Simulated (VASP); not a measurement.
Write the native input for VASP 6.6.1 that does the following.

```
Task                               : single point
Functional                         : PBE0
Potentials or basis                : VASP PAW PBE potentials, release 64 (P)
Cutoff                             : 400 eV
k mesh                             : 6 × 4 × 1
Occupations                        : gaussian, width 0.03 eV
Spin                               : no spin polarisation
Dipole correction                  : yes
Grid for exact exchange (PRECFOCK) : Normal
Further INCAR settings             : ALGO = Normal; EDIFF = 1e-06; NBANDS = 18
Share of exact exchange            : 0.25
```

The system is P, a sheet with vacuum.

```
CELL_PARAMETERS angstrom
3.28489 0.00000 0.00000
0.00000 4.29301 0.00000
0.00000 0.00000 18.12958
ATOMIC_POSITIONS crystal
P 0.00000 0.07741 0.44127
P 0.50000 0.42259 0.44127
P 0.50000 0.57741 0.55873
P 0.00000 0.92259 0.55873
```

One way to write it, as run:

POSCAR

```
P
1.0
    3.2848939309      0.0000000000      0.0000000000
    0.0000000000      4.2930055698      0.0000000000
    0.0000000000      0.0000000000     18.1295767513
P
4
Direct
    0.0000000000      0.0774059302      0.4412678856
    0.5000000000      0.4225940698      0.4412678856
    0.5000000000      0.5774059302      0.5587321144
    0.0000000000      0.9225940698      0.5587321144
```

INCAR.step1

```
  ALGO = Normal
  DIPOL = 0.5 0.5 0.500
  EDIFF = 1E-5
  ENCUT = 400
  GGA = PE
  GGA_COMPAT = False
  IDIPOL = 3
  ISIF = 2
  ISMEAR = 0
  LASPH = True
  LCHARG = False
  LDIPOL = True
  LREAL = False
  LWAVE = True
  NBANDS = 18
  NELM = 120
  NELMDL = -8
  PREC = Accurate
  SIGMA = 0.03
```

INCAR.step2

```
  AEXX = 0.25
  ALGO = Normal
  DIPOL = 0.5 0.5 0.500
  EDIFF = 1E-6
  ENCUT = 400
  GGA = PE
  GGA_COMPAT = False
  IDIPOL = 3
  ISIF = 2
  ISMEAR = 0
  ISTART = 1
  LASPH = True
  LCHARG = False
  LDIPOL = True
  LHFCALC = True
  LREAL = False
  LWAVE = False
  NBANDS = 18
  NELM = 120
  PREC = Accurate
  PRECFOCK = Normal
  SIGMA = 0.03
```

KPOINTS

```
k-points
0
Gamma
  6 4 1
```

Potentials or basis: VASP PAW PBE potentials, release 64 (P).

Command:

```bash
$ cat potpaw_PBE.64/P/POTCAR > POTCAR
$ cp INCAR.step1 INCAR
$ mpirun -np 1 vasp_std > vasp.out
$ cp INCAR.step2 INCAR
$ mpirun -np 1 vasp_std > vasp.out
```

Results of the run:

```
Largest force          : 0.345 eV/Å
Band gap on the k mesh : 1.95 eV
```

Caveat: the PAW data sets were made with another functional, which shifts forces and pressure a little.

Wall time 12 min on 1 thread of AMD EPYC 7R43 64-Core Processor (Zen 3), with other jobs on the host, peak memory 0.27 GiB.
